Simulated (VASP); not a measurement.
Here is a VASP 6.6.1 calculation.

INCAR

```
SYSTEM = Al12O
PREC = Accurate
ENCUT = 520
EDIFF = 1E-7
ISMEAR = -1
SIGMA = 0.15
LREAL = .FALSE.
LASPH = .TRUE.
NELM = 80
ALGO = Normal
ISIF = 2
LWAVE = .FALSE.
LCHARG = .TRUE.
GGA = PE
LELF = .TRUE.
LVHAR = .TRUE.
NBANDS = 33
```

KPOINTS

```
regular mesh
0
G
  4 4 1
  0 0 0
```

The input POSCAR:

```
Al12O
1.0
    5.7275650000      0.0000000000      0.0000000000
    2.8637820000      4.9602170000      0.0000000000
    0.0000000000      0.0000000000     15.6765370000
Al O
12 1
Direct
    0.1666667000      0.1666667000      0.0637896000
    0.6666667000      0.1666667000      0.0637896000
    0.1666667000      0.6666667000      0.0637896000
    0.6666667000      0.6666667000      0.0637896000
   -0.1664571618      0.3336083588      0.2123342253
    0.3328502601      0.3336074014      0.2123364470
   -0.1664134618      0.8328257496      0.2123085885
    0.3332691159      0.8334622672      0.2118380212
    0.0087855847     -0.0041471783      0.3635286225
    0.4953511732     -0.0041440539      0.3635369005
   -0.0002001519      0.5003864852      0.3535931211
    0.4954961407      0.5089955498      0.3635613939
    0.6666278295      0.1667488036      0.4130036305
```

Potentials or basis: VASP PAW PBE potentials, release 64 (Al, O).

Launch:

```bash
$ cat potpaw_PBE.64/Al/POTCAR potpaw_PBE.64/O/POTCAR > POTCAR
$ mpirun -np 1 vasp_std > vasp.out
```

(1) Estimate the largest force.

(2) Estimate the band gap on the k mesh.

Answers

(1) 0.040 eV/Å.

(2) zero (band 21 reaches 1.45 eV, above the bottom of band 22 at 1.12 eV).
